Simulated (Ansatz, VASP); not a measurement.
**Pb in VASP and in Ansatz**

File INCAR:

```
SYSTEM = Pb
PREC = Accurate
ENCUT = 520
EDIFF = 1E-7
ISMEAR = -1
SIGMA = 0.05
LREAL = .FALSE.
LASPH = .TRUE.
NELM = 60
ALGO = Normal
ISIF = 2
LWAVE = .FALSE.
LCHARG = .FALSE.
GGA = PS
NBANDS = 13
```

The input KPOINTS:

```
regular mesh
0
G
  13 13 13
  0 0 0
```

The input POSCAR:

```
Pb
1.0
    2.7972976906      0.0000000000      0.0000000000
    0.0000000000      2.7972976906      0.0000000000
    0.0000000000      0.0000000000      2.7972976906
Pb
1
Direct
    0.0000000000      0.0000000000      0.0000000000
```

Input for Ansatz:

```yaml
crystal:
  lattice:
    - [2.7972976906, 0.0, 0.0]
    - [0.0, 2.7972976906, 0.0]
    - [0.0, 0.0, 2.7972976906]
  atoms:
    - { symbol: Pb, position: [0.0, 0.0, 0.0] }
kpoints:
  mp_grid: { grid: [13, 13, 13] }
scf:
  occupations: { method: fermi_dirac, width: 0.05 }
hamiltonian:
  xc: pbesol
  pseudopotentials: { kind: all_electron, lapw: { basis_error: 0.001 } }
output:
  forces: true
  stress: true
  eigenvalues: true
  populations: true
```

Change from the starting cell: volume scaled by 0.68, LAPW.

Alike in both runs: task single point; functional PBEsol; k mesh 13 × 13 × 13; occupations fermi-dirac, width 0.05 eV; no spin polarisation.

|  | VASP | Ansatz |
| --- | --- | --- |
| version | VASP 6.6.1 | Ansatz 0.2.0 |
| potentials or method | VASP PAW PBE potentials, release 64 (Pb_d), cutoff 520 eV | all-electron LAPW, scalar-relativistic |

```csv
,VASP,Ansatz,Ansatz less VASP
pressure (GPa),43.4,43.5,+0.11
```

VASP's potentials were made for PBE, not for PBEsol. Both programs put the cell under a high pressure, so it lies far from rest at this level. Ansatz ran all-electron here, and VASP with PAW potentials.

Neither program's run includes spin-orbit coupling.
